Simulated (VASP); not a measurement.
Here is a VASP 6.6.1 calculation.

File INCAR:

```
SYSTEM = Si
PREC = Accurate
ENCUT = 520
EDIFF = 1E-6
ISMEAR = 0
SIGMA = 0.03
LREAL = .False.
LASPH = .True.
NELM = 60
ALGO = Normal
ISIF = 2
LWAVE = .False.
LCHARG = .False.
GGA = PS
NBANDS = 26
```

The input KPOINTS:

```
Automatic mesh
0
Gamma
  10 10 4
  0 0 0
```

POSCAR

```
Si
1.0
    0.0000000000      0.0000000000      3.8373624245
    3.3221878745     -3.3221878745     -1.9186812122
    6.6443757490      6.6443757490      0.0000000000
Si
8
Direct
   -0.0663675870      0.0000000000      0.1787304307
    0.4483698714      0.0000000000      0.6787304307
    0.4483698714      0.0000000000      0.3212695693
   -0.0663675870      0.0000000000      0.8212695693
    0.7881218011      0.6425391386      0.0000000000
    0.4724150531      0.6425391386      0.5000000000
    0.1455826625      0.3574608614      0.0000000000
    0.8298759145      0.3574608614      0.5000000000
```

Potentials or basis: VASP PAW PBE potentials, release 64 (Si).

Command:

```console
$ cat potpaw_PBE.64/Si/POTCAR > POTCAR
$ mpirun -np 1 vasp_std > vasp.out
```

Q: Estimate the band gap on the k mesh.

A: Zero (bands 16 and 17 overlap by 0.69 eV).

Q: Predict the largest force.

A: 1.482 eV/Å.

Q: What does it give for the pressure?

A: -1.9 GPa.

Stress tensor (GPa, compression positive):
```
-2.03  0.20  0.00
 0.20 -2.03  0.00
 0.00  0.00 -1.76
```

Caveat: the cell differs from its parent crystal (atoms displaced along several vibrational modes); semilocal functionals underestimate gaps, and a narrow one can read as zero; the PAW data sets were made with another functional, which shifts forces and pressure a little.
